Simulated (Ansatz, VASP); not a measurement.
B6N: VASP beside Ansatz

```
CELL_PARAMETERS angstrom
3.51354 0.00000 0.00000
-1.75677 3.04281 0.00000
0.00000 0.00000 5.89043
ATOMIC_POSITIONS crystal
B 0.50000 0.00000 0.81136
B 0.00000 0.50000 0.81136
B 0.50000 0.50000 0.81136
B 0.50000 0.00000 0.13068
B 0.00000 0.50000 0.13068
B 0.50000 0.50000 0.13068
N 0.00000 0.00000 0.23549
```

Alike in both runs: functional PBE; k mesh 4 × 4 × 4; occupations gaussian, width 0.2 eV; no spin polarisation.

Ansatz relaxed the structure, and its values are those at the end. VASP's run is a single point on that final structure, the one shown.

|  | VASP | Ansatz |
| --- | --- | --- |
| version | VASP 6.6.1 | Ansatz 0.2.0 |
| potentials or method | VASP PAW PBE potentials, release 64 (B, N), cutoff 600 eV | scalar-relativistic, plane waves, PAW |
| valence electrons in the cell | 23 | 23 |

|  | VASP | Ansatz | Ansatz less VASP |
| --- | --- | --- | --- |
| gap on the k mesh at the Fermi level (eV) | none | none | - |
| pressure (GPa) | 0.0 | 0.1 | +0.08 |
| rms of the force components (eV/Å) | 0.012 | 0.013 | +0.0003 |

A gap of «none» marks a metal or a gap that the smearing closes.

The k mesh is coarse, so the values compare programs but aren't converged.
